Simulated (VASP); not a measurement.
# As (P-3m1) in VASP: notebook

As is run at these levels: PBE; tasks: single point.

All numbers are computed with VASP 6.6.1; they aren't measurements. Logs are shortened: lines on timing, memory, paths and dates and some standing lists are left out, and cuts for length are marked.

### Step 1. The cell of the first run

Symmetry: P-3m1, No. 164, trigonal system. Conventional cell: a = 3.565 Å, b = 3.565 Å, c = 5.940 Å, α = 90.00°, β = 90.00°, γ = 120.00°. Within 3.3 Å of As (site symmetry 3m) lie 7 As at 2.34 to 3.22 Å. Within 3.3 Å of As (site symmetry 3m) lie 9 As at 2.34 to 3.22 Å.

The cell was built from a structure type or drawn by symmetry, and may not be a known phase.

### Step 2. Single point, PBE

The input, INCAR:

```
SYSTEM = As
  PREC = Accurate
  ENCUT = 520
  EDIFF = 1E-7
  ISMEAR = 0
  SIGMA = 0.1
  LREAL = .False.
  LASPH = .True.
  NELM = 60
  ALGO = Normal
  ISIF = 2
  LWAVE = .False.
  LCHARG = .False.
  GGA = PE
  NBANDS = 18
```

The input, KPOINTS:

```
Automatic mesh
0
Gamma
  6 6 4
  0 0 0
```

The input, POSCAR:

```
As
1.0
    3.5652320600      0.0000000000      0.0000000000
   -1.7826160300      3.0875815300      0.0000000000
    0.0000000000      0.0000000000      5.9404697000
As
4
Direct
    0.0000000000      0.0000000000      0.8025568000
    0.0000000000      0.0000000000      0.1974432000
    0.3333333300      0.6666666700      0.6146058900
    0.6666666700      0.3333333300      0.3853941100
```

Potentials or basis: VASP PAW PBE potentials, release 64 (As).

Run with:

```bash
$ cat potpaw_PBE.64/As/POTCAR > POTCAR
$ mpirun -np 1 vasp_std > vasp.out
```

OUTCAR:

```text
SYSTEM = As
   PREC = Accurate
   ENCUT = 520
   EDIFF = 1E-7
   ISMEAR = 0
   LREAL = .False.
   LASPH = .True.
   NELM = 60
   ISIF = 2
   GGA = PE

 ion  position               nearest neighbor table
   1  0.000  0.000  0.803-   3 2.34   3 2.34   3 2.34   2 2.35
   2  0.000  0.000  0.197-   4 2.34   4 2.34   4 2.34   1 2.35
   3  0.333  0.667  0.615-   1 2.34   1 2.34   1 2.34   4 2.47   4 2.47   4 2.47
   4  0.667  0.333  0.385-   2 2.34   2 2.34   2 2.34   3 2.47   3 2.47   3 2.47

  LATTYP: Found a hexagonal cell.
 ALAT       =     3.5652320600
 C/A-ratio  =     1.6662224506

  Lattice vectors:

 A1 = (   3.5652320600,   0.0000000000,   0.0000000000)
 A2 = (  -1.7826160300,   3.0875815300,   0.0000000000)
 A3 = (   0.0000000000,   0.0000000000,   5.9404697000)

Analysis of symmetry for initial positions (statically):
=====================================================================
 Subroutine PRICEL returns:
 Original cell was already a primitive cell.

 Routine SETGRP: Setting up the symmetry group for a
 hexagonal supercell.

 Subroutine GETGRP returns: Found 12 space group operations
 (whereof 12 operations were pure point group operations)
 out of a pool of 24 trial point group operations.

The static configuration has the point symmetry D_3d.

Analysis of symmetry for dynamics (positions and initial velocities):
=====================================================================
 Subroutine PRICEL returns:
 Original cell was already a primitive cell.

 Routine SETGRP: Setting up the symmetry group for a
 hexagonal supercell.

 Subroutine GETGRP returns: Found 12 space group operations
 (whereof 12 operations were pure point group operations)
 out of a pool of 24 trial point group operations.

The dynamic configuration has the point symmetry D_3d.

 Subroutine INISYM returns: Found 12 space group operations
 (whereof 12 operations are pure point group operations),
 and found     1 'primitive' translations

----------------------------------------------------------------------------------------

                                     Primitive cell

  volume of cell :      65.3924

  direct lattice vectors                    reciprocal lattice vectors
     3.565232060  0.000000000  0.000000000     0.280486651  0.161939044  0.000000000
    -1.782616030  3.087581530  0.000000000     0.000000000  0.323878087  0.000000000
     0.000000000  0.000000000  5.940469700     0.000000000  0.000000000  0.168336857

  length of vectors
     3.565232060  3.565232056  5.940469700     0.323878087  0.323878087  0.168336857

  position of ions in fractional coordinates (direct lattice)
     0.000000000  0.000000000  0.802556800
     0.000000000  0.000000000  0.197443200
     0.333333330  0.666666670  0.614605890
     0.666666670  0.333333330  0.385394110

  ion indices of the primitive-cell ions
   primitive index   ion index
                 1           1
                 2           2
                 3           3
                 4           4

----------------------------------------------------------------------------------------

 KPOINTS: Automatic mesh

Automatic generation of k-mesh.
 Grid dimensions read from file:
 generate k-points for:    6    6    4

 Generating k-lattice:

  Cartesian coordinates                     Fractional coordinates (reciprocal lattice)
     0.046747775  0.026989841  0.000000000     0.166666667  0.000000000  0.000000000
     0.000000000  0.053979681  0.000000000     0.000000000  0.166666667  0.000000000
     0.000000000  0.000000000  0.042084214     0.000000000  0.000000000  0.250000000

  Length of vectors
     0.053979681  0.053979681  0.042084214

  Shift w.r.t. Gamma in fractional coordinates (k-lattice)
     0.000000000  0.000000000  0.000000000

 Subroutine IBZKPT returns following result:
 ===========================================

 Found     24 irreducible k-points:

 Following reciprocal coordinates:
            Coordinates               Weight
  0.000000  0.000000  0.000000      1.000000
  0.166667  0.000000  0.000000      6.000000
  0.333333  0.000000  0.000000      6.000000
  0.500000  0.000000  0.000000      3.000000
  0.166667  0.166667  0.000000      6.000000
  0.333333  0.166667  0.000000     12.000000
[... 16 lines left out ...]
  0.333333  0.166667  0.500000     12.000000
  0.333333  0.333333  0.500000      2.000000
   k-points           NKPTS =     24   k-points in BZ     NKDIM =     24   number of bands    NBANDS=     18
   number of dos      NEDOS =    301   number of ions     NIONS =      4
   total plane-waves  NPLWV =  37632
   dimension x,y,z NGX =    28 NGY =   28 NGZ =   48
   dimension x,y,z NGXF=    56 NGYF=   56 NGZF=   96
   ions per type =               4
   NGX,Y,Z   is equivalent  to a cutoff of  13.06, 13.06, 13.43 a.u.
   NGXF,Y,Z  is equivalent  to a cutoff of  26.11, 26.11, 26.87 a.u.
 SYSTEM =  As
   PREC   = accura    normal or accurate (medium, high low for compatibility)
   ISTART =      0    job   : 0-new  1-cont  2-samecut
   ICHARG =      2    charge: 1-file 2-atom 10-const
   ISPIN  =      1    spin polarized calculation?
   LNONCOLLINEAR =      F non collinear calculations
   LSORBIT =      F    spin-orbit coupling
   LASPH  =      T    aspherical Exc in radial PAW
   ENCUT  =  520.0 eV  38.22 Ry    6.18 a.u.   6.63  6.63 11.05*2*pi/ulx,y,z
   NELM   =     60;   NELMIN=  2; NELMDL= -5     # of ELM steps
   EDIFF  = 0.1E-06   stopping-criterion for ELM
   LREAL  =      F    real-space projection
   EDIFFG = 0.1E-05   stopping-criterion for IOM
   NSW    =      0    number of steps for IOM
   IBRION =     -1    ionic relax: 0-MD 1-quasi-New 2-CG
   NFREE  =      0    steps in history (QN), initial steepest desc. (CG)
   ISIF   =      2    stress and relaxation
   ISYM   =      2    0-nonsym 1-usesym 2-fastsym
   POTIM  = 0.5000    time-step for ionic-motion
   TEBEG  =    0.0;   TEEND  =   0.0 temperature during run
   PSTRESS=    0.0 pullay stress
   NELECT =      20.0000    total number of electrons
   NUPDOWN=      -1.0000    fix difference up-down
   EMIN   =  10.00;   EMAX   =-10.00  energy-range for DOS
   EFERMI =   0.00;   METHOD = LEGACY
   ISMEAR =     0;   SIGMA  =   0.10  broadening in eV -4-tet -1-fermi 0-gaus
   EFERMI_NEDOS =   21; number of points for ismear=-14 and -15
   IALGO  =     38    algorithm
   IMIX   =      4    mixing-type and parameters
     AMIX     =   0.40;   BMIX     =  1.00
     AMIX_MAG =   1.60;   BMIX_MAG =  1.00
  volume/ion in A,a.u.               =      16.35       110.32
  Fermi-wavevector in a.u.,A,eV,Ry     =   1.103001  2.084369 16.552994  1.216611
  Thomas-Fermi vector in A             =   2.239452
   LORBIT       =      0    0 simple, 1 ext, 2 COOP (PROOUT), +10 PAW based schemes
   GGA     = PE    functional components
   LHFCALC =     F    Hartree Fock is set to
   AEXX    =    0.0000 exact exchange contribution
   IVDW    =     0    specifies the selected vdW correction
   LEPSILON=     F    determine dielectric tensor
   LRPA    =     F    only Hartree local field effects (RPA)
 non-spin polarized calculation
 Gauss-broadening in eV      SIGMA  =   0.10
  energy-cutoff  :      520.00
  volume of cell :       65.39
 maximum number of plane-waves:      1798
 NGX is ok and might be reduce to    28
   NGX = 13   NGY = 13   NGZ = 23

 number of electron      19.9999998 magnetization

 Free energy of the ion-electron system (eV)
  ---------------------------------------------------
  ext. energy  EPLUGINS =         0.00000000
  ---------------------------------------------------
  free energy    TOTEN  =       -14.37028937 eV

  energy without entropy =      -14.36314315  energy(sigma->0) =      -14.36671626

 E-fermi :   8.7856     XC(G=0): -11.1185

 val. band max:        8.7664548093   @ k =   0.0000   0.1667   0.2500
 cond. band min:       8.8650316418   @ k =   0.5000   0.0000   0.2500
 fundamental gap:      0.0985768326
 Fermi energy:         8.7855638962

 k-point     1 :       0.0000    0.0000    0.0000
  band No.  band energies     occupation
      1      -9.5596      2.00000
      2      -6.0161      2.00000
      3      -3.4115      2.00000
      4       5.2797      2.00000
      5       5.2797      2.00000
      6       5.4525      2.00000
[... 10 lines left out ...]
     17      14.5560      0.00000
     18      14.5560      0.00000

 k-point     2 :       0.1667    0.0000    0.0000
  band No.  band energies     occupation
      1      -9.1445      2.00000
      2      -5.6391      2.00000
      3      -3.2247      2.00000
      4       1.6615      2.00000
      5       3.5013      2.00000
      6       3.7043      2.00000
[... 10 lines left out ...]
     17      14.2113      0.00000
     18      15.1139      0.00000

 k-point     3 :       0.3333    0.0000    0.0000
  band No.  band energies     occupation
      1      -7.9181      2.00000
      2      -4.7144      2.00000
      3      -3.3323      2.00000
      4      -1.0009      2.00000
      5       0.9873      2.00000
      6       2.5306      2.00000
[... 10 lines left out ...]
     17      16.1693      0.00000
     18      16.4087      0.00000

 k-point     4 :       0.5000    0.0000    0.0000
  band No.  band energies     occupation
      1      -6.1808      2.00000
      2      -5.7676      2.00000
      3      -2.7646      2.00000
      4      -2.1197      2.00000
      5       0.0565      2.00000
      6       2.1210      2.00000
[... 10 lines left out ...]
     17      16.7423      0.00000
     18      18.2683      0.00000

 k-point     5 :       0.1667    0.1667    0.0000
  band No.  band energies     occupation
      1      -8.3224      2.00000
      2      -4.9336      2.00000
      3      -3.1164      2.00000
      4      -0.3299      2.00000
      5       0.8874      2.00000
      6       3.2437      2.00000
[... 10 lines left out ...]
     17      15.0505      0.00000
     18      16.7390      0.00000

 k-point     6 :       0.3333    0.1667    0.0000
  band No.  band energies     occupation
      1      -6.7339      2.00000
      2      -4.6440      2.00000
      3      -3.3549      2.00000
      4      -2.1093      2.00000
      5       0.4010      2.00000
      6       1.4045      2.00000
[... 10 lines left out ...]
     17      15.4716      0.00000
     18      16.7072      0.00000

 k-point     7 :       0.3333    0.3333    0.0000
  band No.  band energies     occupation
      1      -5.2311      2.00000
      2      -4.6284      2.00000
      3      -4.6284      2.00000
      4      -2.3259      2.00000
      5       0.7576      2.00000
      6       1.2883      2.00000
[... 10 lines left out ...]
     17      16.3631      0.00000
     18      16.3656      0.00000

 k-point     8 :       0.0000    0.0000    0.2500
  band No.  band energies     occupation
      1      -9.4217      2.00000
      2      -6.7225      2.00000
      3      -2.1477      2.00000
      4       3.1109      2.00000
      5       5.1465      2.00000
      6       5.1465      2.00000
[... 10 lines left out ...]
     17      14.8601      0.00000
     18      14.8601      0.00000
[... 229 lines left out ...]
     17      14.6331      0.00000
     18      15.5612      0.00000

 k-point    20 :       0.3333    0.0000    0.5000
  band No.  band energies     occupation
      1      -7.5672      2.00000
      2      -5.9372      2.00000
      3      -2.5686      2.00000
      4      -0.4972      2.00000
      5       1.9031      2.00000
      6       2.8043      2.00000
[... 10 lines left out ...]
     17      16.4612      0.00000
     18      17.0794      0.00000

 k-point    21 :       0.5000    0.0000    0.5000
  band No.  band energies     occupation
      1      -5.8026      2.00000
      2      -5.4856      2.00000
      3      -4.6435      2.00000
      4      -1.7050      2.00000
      5       2.1858      2.00000
      6       2.3965      2.00000
[... 10 lines left out ...]
     17      17.9124      0.00000
     18      19.3188      0.00000

 k-point    22 :       0.1667    0.1667    0.5000
  band No.  band energies     occupation
      1      -7.9811      2.00000
      2      -6.2326      2.00000
      3      -1.1228      2.00000
      4      -0.8218      2.00000
      5       1.9220      2.00000
      6       2.4490      2.00000
[... 10 lines left out ...]
     17      15.0286      0.00000
     18      16.3902      0.00000

 k-point    23 :       0.3333    0.1667    0.5000
  band No.  band energies     occupation
      1      -6.3467      2.00000
      2      -5.1939      2.00000
      3      -3.7532      2.00000
      4      -2.0252      2.00000
      5       0.6268      2.00000
      6       2.2471      2.00000
[... 10 lines left out ...]
     17      16.7175      0.00000
     18      18.2764      0.00000

 k-point    24 :       0.3333    0.3333    0.5000
  band No.  band energies     occupation
      1      -4.5701      2.00000
      2      -4.5701      2.00000
      3      -4.5008      2.00000
      4      -3.9811      2.00000
      5       0.6319      2.00000
      6       0.6319      2.00000
[... 10 lines left out ...]
     17      15.1301      0.00000
     18      16.1118      0.00000

------------------------ aborting loop because EDIFF is reached ----------------------------------------

  FORCE on cell =-STRESS in cart. coord.  units (eV):
  Direction    XX          YY          ZZ          XY          YZ          ZX
  --------------------------------------------------------------------------------------
  -------------------------------------------------------------------------------------
  Total       21.0325299     21.0325298     21.5956481      0.0000000      0.0000000      0.0000000
  in kB      515.3177174    515.3177160    529.1146683      0.0000000      0.0000000      0.0000000
  external PRESSURE =     519.9167006 kB  Pullay stress =       0.0000000 kB

 VOLUME and BASIS-vectors are now :
 -----------------------------------------------------------------------------
  energy-cutoff  :      520.00
  volume of cell :       65.39
      direct lattice vectors                 reciprocal lattice vectors
     3.565232060  0.000000000  0.000000000     0.280486651  0.161939044  0.000000000
    -1.782616030  3.087581530  0.000000000     0.000000000  0.323878087  0.000000000
     0.000000000  0.000000000  5.940469700     0.000000000  0.000000000  0.168336857

 POSITION                                       TOTAL-FORCE (eV/Angst)
 -----------------------------------------------------------------------------------
      0.00000      0.00000      4.76756         0.000000      0.000000      2.041265
      0.00000      0.00000      1.17291         0.000000      0.000000     -2.041265
     -0.00000      2.05839      3.65105         0.000000      0.000000     -0.039595
      1.78262      1.02919      2.28942        -0.000000     -0.000000      0.039595
 -----------------------------------------------------------------------------------
    total drift:                               -0.000000      0.000000     -0.000000

  FREE ENERGIE OF THE ION-ELECTRON SYSTEM (eV)
  ---------------------------------------------------
  free  energy   TOTEN  =       -14.3702893742 eV

  energy  without entropy=      -14.3631431513  energy(sigma->0) =      -14.36671626
```

Wall time 41 s (1 thread of Intel Xeon Platinum 8375C at 2.90GHz (Ice Lake), shared host); peak memory 0.18 GiB.

What came out:

- Free energy: -14.3703 eV
- Pressure: 52.0 GPa
- Largest force: 2.041 eV/Å
- Band gap on the k mesh: zero (bands 10 and 11 overlap by 2.54 eV)

Forces in eV/Å, atoms in the order of the input:
```
As   0.000  0.000  2.041
As   0.000  0.000 -2.041
As   0.000  0.000 -0.040
As   0.000  0.000  0.040
```

Caveat: the cell stands under pressure; forces of over 1 eV/Å act on the atoms, so gaps and moduli don't describe the material at rest.

### Step 3. Single point, PBE

This run uses another cell than the first one, of 26.99 Å³/atom.

The input, INCAR:

```
SYSTEM = As
PREC     = Accurate       ! precision mode
ENCUT    = 520            ! plane-wave cutoff, eV
EDIFF    = 1E-7           ! SCF threshold, eV
ISMEAR   = 0              ! smearing method
SIGMA    = 0.1            ! smearing width, eV
LREAL    = .FALSE.        ! projectors in reciprocal space
LASPH    = .TRUE.         ! aspherical terms in the spheres
NELM     = 100            ! most SCF steps
ALGO     = Normal         ! electronic algorithm
ISIF     = 2              ! what is computed and relaxed
LWAVE    = .FALSE.        ! write WAVECAR
LCHARG   = .FALSE.        ! write CHGCAR
GGA      = PE             ! functional
NBANDS   = 18             ! bands
```

The input, KPOINTS:

```
regular mesh
0
G
  6 6 4
  0 0 0
```

The input, POSCAR:

```
As
1.0
    3.7278831778      0.0000000000      0.0000000000
   -1.8639415889      3.2284415343      0.0000000000
    0.0000000000      0.0000000000      8.9687289911
As
4
Direct
    0.0000000000      0.0000000000      0.7775784236
    0.0000000000      0.0000000000      0.2224215764
    0.3333333333      0.6666666667      0.6296809590
    0.6666666667      0.3333333333      0.3703190410
```

Potentials or basis: VASP PAW PBE potentials, release 64 (As).

Run with:

```bash
$ cat potpaw_PBE.64/As/POTCAR > POTCAR
$ mpirun -np 1 vasp_std > vasp.out
```

Wall time 64 s (1 thread of Intel Xeon Platinum 8375C at 2.90GHz (Ice Lake), shared host); peak memory 0.21 GiB.

It converged, with:

| Item | Value |
| --- | --- |
| Free energy | -18.6127 eV |
| Pressure | 0.3 GPa |
| Largest force | 0.085 eV/Å |

Forces on the atoms (eV/Å):
```
As   0.000  0.000  0.074
As   0.000  0.000 -0.074
As   0.000  0.000 -0.085
As   0.000  0.000  0.085
```

Levels at points of the mesh, in eV from the Fermi level:
```tsv
k point	band 6	band 7	band 8	band 9	band 10	band 11	band 12	band 13	band 14	band 15
(0.00, 0.00, 0.00)	-1.53	-1.53	-1.41	-1.41	-0.07	0.34	1.67	1.67	2.06	2.54
(0.50, 0.00, 0.00)	-3.94	-3.45	-2.84	-2.84	-1.78	0.55	1.46	1.72	2.40	3.77
(0.00, 0.00, 0.50)	-1.55	-1.49	-1.39	-1.39	-0.81	0.44	1.61	1.61	1.96	2.60
(0.50, 0.00, 0.50)	-3.85	-3.43	-3.31	-2.87	-1.50	0.33	1.47	1.81	2.55	4.14
```

Caveat: this functional lacks dispersion, which binds the layers, so the pressure and a relaxed spacing across them are unreliable.
